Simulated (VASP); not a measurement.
# As (R-3m) in VASP: single point with PBE

Aim: the single point of As with PBE.

Program: VASP 6.6.1. These are calculated values, not measurements. Logs are shortened: lines on timing, memory, paths and dates and some standing lists are left out, and cuts for length are marked.

## (1) The cell of the first run

Symmetry: R-3m, No. 166, trigonal system. The conventional cell has a = 3.808 Å, b = 3.808 Å, c = 10.860 Å, α = 90.00°, β = 90.00°, γ = 120.00°. As (site symmetry 3m) has 6 As at 2.55 to 3.20 Å within 3.4 Å.

## (2) Single point, PBE

INCAR

```
PREC     = Accurate       # precision mode
ENCUT    = 520            # plane-wave cutoff, eV
EDIFF    = 1E-7           # SCF threshold, eV
ISMEAR   = 0              # smearing method
SIGMA    = 0.1            # smearing width, eV
LREAL    = F              # projectors in reciprocal space
LASPH    = T              # aspherical terms in the spheres
NELM     = 100            # most SCF steps
ALGO     = Normal         # electronic algorithm
ISIF     = 2              # what is computed and relaxed
LWAVE    = F              # write WAVECAR
LCHARG   = T              # write CHGCAR
GGA      = PE             # functional
LELF     = T              # ELF
LVHAR    = T            
NBANDS   = 12             # bands
```

KPOINTS

```
regular mesh
0
Gamma
  15 15 15
```

POSCAR

```
As
1.0
    1.9042448840      1.0994162964      3.6199801746
   -1.9042448840      1.0994162964      3.6199801746
    0.0000000000     -2.1988325928      3.6199801746
As
2
Direct
    0.2260595141      0.2260595141      0.2260595141
    0.7739404859      0.7739404859      0.7739404859
```

Potentials or basis: VASP PAW PBE potentials, release 64 (As).

Launch:

```bash
$ cat potpaw_PBE.64/As/POTCAR > POTCAR
$ mpirun -np 1 vasp_std > vasp.out
```

OUTCAR:

```text
PREC = Accurate
   ENCUT = 520
   EDIFF = 1E-7
   ISMEAR = 0
   LREAL = F
   LASPH = T
   NELM = 100
   ISIF = 2
   GGA = PE

 ion  position               nearest neighbor table
   1  0.226  0.226  0.226-   2 2.55   2 2.55   2 2.55
   2  0.774  0.774  0.774-   1 2.55   1 2.55   1 2.55

  LATTYP: Found a trigonal (rhomboedric) cell.
 ALAT       =     4.2354599792
 COS(alpha) =     0.5957272900

  Lattice vectors:

 A1 = (   1.9042448840,   1.0994162964,   3.6199801746)
 A2 = (  -1.9042448840,   1.0994162964,   3.6199801746)
 A3 = (   0.0000000000,  -2.1988325928,   3.6199801746)

Analysis of symmetry for initial positions (statically):
=====================================================================
 Subroutine PRICEL returns:
 Original cell was already a primitive cell.

 Routine SETGRP: Setting up the symmetry group for a
 trigonal (rhombohedral) supercell.

 Subroutine GETGRP returns: Found 12 space group operations
 (whereof 12 operations were pure point group operations)
 out of a pool of 12 trial point group operations.

The static configuration has the point symmetry D_3d.

Analysis of symmetry for dynamics (positions and initial velocities):
=====================================================================
 Subroutine PRICEL returns:
 Original cell was already a primitive cell.

 Routine SETGRP: Setting up the symmetry group for a
 trigonal (rhombohedral) supercell.

 Subroutine GETGRP returns: Found 12 space group operations
 (whereof 12 operations were pure point group operations)
 out of a pool of 12 trial point group operations.

The dynamic configuration has the point symmetry D_3d.

 Subroutine INISYM returns: Found 12 space group operations
 (whereof 12 operations are pure point group operations),
 and found     1 'primitive' translations

----------------------------------------------------------------------------------------

                                     Primitive cell

  volume of cell :      45.4718

  direct lattice vectors                    reciprocal lattice vectors
     1.904244884  1.099416296  3.619980175     0.262571271  0.151595594  0.092081536
    -1.904244884  1.099416296  3.619980175    -0.262571271  0.151595594  0.092081536
     0.000000000 -2.198832593  3.619980175     0.000000000 -0.303191188  0.092081536

  length of vectors
     4.235459979  4.235459979  4.235459979     0.316865754  0.316865754  0.316865754

  position of ions in fractional coordinates (direct lattice)
     0.226059514  0.226059514  0.226059514
     0.773940486  0.773940486  0.773940486

  ion indices of the primitive-cell ions
   primitive index   ion index
                 1           1
                 2           2

----------------------------------------------------------------------------------------

 KPOINTS: regular mesh

Automatic generation of k-mesh.
 Grid dimensions read from file:
 generate k-points for:   15   15   15

 Generating k-lattice:

  Cartesian coordinates                     Fractional coordinates (reciprocal lattice)
     0.017504751  0.010106373  0.006138769     0.066666667  0.000000000  0.000000000
    -0.017504751  0.010106373  0.006138769     0.000000000  0.066666667  0.000000000
     0.000000000 -0.020212746  0.006138769     0.000000000  0.000000000  0.066666667

  Length of vectors
     0.021124384  0.021124384  0.021124384

  Shift w.r.t. Gamma in fractional coordinates (k-lattice)
     0.000000000  0.000000000  0.000000000

 Subroutine IBZKPT returns following result:
 ===========================================

 Found    344 irreducible k-points:

 Following reciprocal coordinates:
            Coordinates               Weight
  0.000000  0.000000  0.000000      1.000000
  0.066667 -0.000000  0.000000      6.000000
  0.133333 -0.000000  0.000000      6.000000
  0.200000 -0.000000  0.000000      6.000000
  0.266667 -0.000000  0.000000      6.000000
  0.333333 -0.000000  0.000000      6.000000
[... 16 lines left out ...]
  0.133333  0.133333  0.000000      6.000000
  0.200000  0.133333  0.000000     12.000000
 [... further k-points ...]
   k-points           NKPTS =    344   k-points in BZ     NKDIM =    344   number of bands    NBANDS=     12
   number of dos      NEDOS =    301   number of ions     NIONS =      2
   total plane-waves  NPLWV =  32768
   dimension x,y,z NGX =    32 NGY =   32 NGZ =   32
   dimension x,y,z NGXF=    64 NGYF=   64 NGZF=   64
   ions per type =               2
   NGX,Y,Z   is equivalent  to a cutoff of  12.56, 12.56, 12.56 a.u.
   NGXF,Y,Z  is equivalent  to a cutoff of  25.12, 25.12, 25.12 a.u.
 SYSTEM =  unknown system
   PREC   = accura    normal or accurate (medium, high low for compatibility)
   ISTART =      0    job   : 0-new  1-cont  2-samecut
   ICHARG =      2    charge: 1-file 2-atom 10-const
   ISPIN  =      1    spin polarized calculation?
   LNONCOLLINEAR =      F non collinear calculations
   LSORBIT =      F    spin-orbit coupling
   LASPH  =      T    aspherical Exc in radial PAW
   ENCUT  =  520.0 eV  38.22 Ry    6.18 a.u.   7.88  7.88  7.88*2*pi/ulx,y,z
   NELM   =    100;   NELMIN=  2; NELMDL= -5     # of ELM steps
   EDIFF  = 0.1E-06   stopping-criterion for ELM
   LREAL  =      F    real-space projection
   EDIFFG = 0.1E-05   stopping-criterion for IOM
   NSW    =      0    number of steps for IOM
   IBRION =     -1    ionic relax: 0-MD 1-quasi-New 2-CG
   NFREE  =      0    steps in history (QN), initial steepest desc. (CG)
   ISIF   =      2    stress and relaxation
   ISYM   =      2    0-nonsym 1-usesym 2-fastsym
   POTIM  = 0.5000    time-step for ionic-motion
   TEBEG  =    0.0;   TEEND  =   0.0 temperature during run
   PSTRESS=    0.0 pullay stress
   NELECT =      10.0000    total number of electrons
   NUPDOWN=      -1.0000    fix difference up-down
   EMIN   =  10.00;   EMAX   =-10.00  energy-range for DOS
   EFERMI =   0.00;   METHOD = LEGACY
   ISMEAR =     0;   SIGMA  =   0.10  broadening in eV -4-tet -1-fermi 0-gaus
   EFERMI_NEDOS =   21; number of points for ismear=-14 and -15
   IALGO  =     38    algorithm
   IMIX   =      4    mixing-type and parameters
     AMIX     =   0.40;   BMIX     =  1.00
     AMIX_MAG =   1.60;   BMIX_MAG =  1.00
  volume/ion in A,a.u.               =      22.74       153.43
  Fermi-wavevector in a.u.,A,eV,Ry     =   0.988160  1.867352 13.285553  0.976461
  Thomas-Fermi vector in A             =   2.119667
   LORBIT       =      0    0 simple, 1 ext, 2 COOP (PROOUT), +10 PAW based schemes
   GGA     = PE    functional components
   LHFCALC =     F    Hartree Fock is set to
   AEXX    =    0.0000 exact exchange contribution
   IVDW    =     0    specifies the selected vdW correction
   LEPSILON=     F    determine dielectric tensor
   LRPA    =     F    only Hartree local field effects (RPA)
 non-spin polarized calculation
 Gauss-broadening in eV      SIGMA  =   0.10
  energy-cutoff  :      520.00
  volume of cell :       45.47
 maximum number of plane-waves:      1239
   NGX = 15   NGY = 15   NGZ = 15

 number of electron      10.0000000 magnetization

 number of electron       9.9999999 magnetization

 Free energy of the ion-electron system (eV)
  ---------------------------------------------------
  ext. energy  EPLUGINS =         0.00000000
  ---------------------------------------------------
  free energy    TOTEN  =        -9.34225265 eV

  energy without entropy =       -9.34124730  energy(sigma->0) =       -9.34174997

 E-fermi :   4.9730     XC(G=0):  -9.7232

 val. band max:        4.9264210612   @ k =   0.4000   0.0667   0.0667
 cond. band min:       4.9859181747   @ k =   0.4000  -0.0000   0.0000
 fundamental gap:      0.0594971135
 Fermi energy:         4.9729703759

 k-point     1 :       0.0000    0.0000    0.0000
  band No.  band energies     occupation
      1      -9.7276      2.00000
      2      -1.2248      2.00000
      3       2.4519      2.00000
      4       3.0194      2.00000
      5       3.0194      2.00000
      6       6.4736      0.00000
      7       7.6837      0.00000
      8       7.6837      0.00000
      9      11.8659      0.00000
     10      11.8659      0.00000
     11      12.2371      0.00000
     12      13.5907      0.00000

 k-point     2 :       0.0667   -0.0000    0.0000
  band No.  band energies     occupation
      1      -9.6708      2.00000
      2      -1.3973      2.00000
      3       2.4905      2.00000
      4       2.9333      2.00000
      5       2.9716      2.00000
      6       6.6177      0.00000
      7       7.5483      0.00000
      8       7.6524      0.00000
      9      11.4011      0.00000
     10      11.7767      0.00000
     11      11.8634      0.00000
     12      13.9172      0.00000

 k-point     3 :       0.1333   -0.0000    0.0000
  band No.  band energies     occupation
      1      -9.5009      2.00000
      2      -1.8790      2.00000
      3       2.4473      2.00000
      4       2.8444      2.00000
      5       2.9205      2.00000
      6       6.7250      0.00000
      7       7.3278      0.00000
      8       7.5292      0.00000
      9      10.7816      0.00000
     10      11.4778      0.00000
     11      11.7969      0.00000
     12      14.7589      0.00000
[... 286 lines left out ...]
 k-point    23 :       0.1333    0.1333    0.0000
  band No.  band energies     occupation
      1      -9.4563      2.00000
      2      -1.9949      2.00000
      3       1.9896      2.00000
      4       2.5658      2.00000
      5       3.6655      2.00000
      6       6.3789      0.00000
      7       7.0313      0.00000
      8       8.1275      0.00000
      9      10.8315      0.00000
     10      11.8630      0.00000
     11      12.3972      0.00000
     12      14.0398      0.00000

 k-point    24 :       0.2000    0.1333    0.0000
  band No.  band energies     occupation
      1      -9.2669      2.00000
      2      -2.4026      2.00000
      3       1.7029      2.00000
      4       2.3369      2.00000
      5       3.8230      2.00000
      6       6.1242      0.00000
      7       7.2075      0.00000
      8       8.1572      0.00000
      9      10.5244      0.00000
     10      11.9415      0.00000
     11      12.9161      0.00000
     12      14.2800      0.00000

 [... further k-points ...]
[... 5 lines left out ...]
  --------------------------------------------------------------------------------------
  -------------------------------------------------------------------------------------
  Total        0.0685185      0.0685185      0.0467403     -0.0000000     -0.0000000      0.0000000
  in kB        2.4142151      2.4142151      1.6468719     -0.0000000     -0.0000000      0.0000000
  external PRESSURE =       2.1584340 kB  Pullay stress =       0.0000000 kB

 VOLUME and BASIS-vectors are now :
 -----------------------------------------------------------------------------
  energy-cutoff  :      520.00
  volume of cell :       45.47
      direct lattice vectors                 reciprocal lattice vectors
     1.904244884  1.099416296  3.619980175     0.262571271  0.151595594  0.092081536
    -1.904244884  1.099416296  3.619980175    -0.262571271  0.151595594  0.092081536
     0.000000000 -2.198832593  3.619980175     0.000000000 -0.303191188  0.092081536

 POSITION                                       TOTAL-FORCE (eV/Angst)
 -----------------------------------------------------------------------------------
      0.00000      0.00000      2.45499         0.000000     -0.000000      0.044491
      0.00000      0.00000      8.40495         0.000000      0.000000     -0.044491
 -----------------------------------------------------------------------------------
    total drift:                               -0.000000     -0.000000      0.000000

  FREE ENERGIE OF THE ION-ELECTRON SYSTEM (eV)
  ---------------------------------------------------
  free  energy   TOTEN  =        -9.3422526457 eV

  energy  without entropy=       -9.3412473021  energy(sigma->0) =       -9.34174997
```

It took 3.8 min on 1 thread of AMD EPYC 7R13 (Zen 3), shared host; peak memory 0.26 GiB.

What came out:

| Item | Value |
| --- | --- |
| Free energy | -9.3423 eV |
| Pressure | 0.2 GPa |
| Largest force | 0.044 eV/Å |
| Band gap on the k mesh | zero (band 5 reaches 5.11 eV, above the bottom of band 6 at 4.68 eV) |

Forces in eV/Å, atoms in the order of the input:
```
As   0.000  0.000  0.044
As   0.000  0.000 -0.044
```
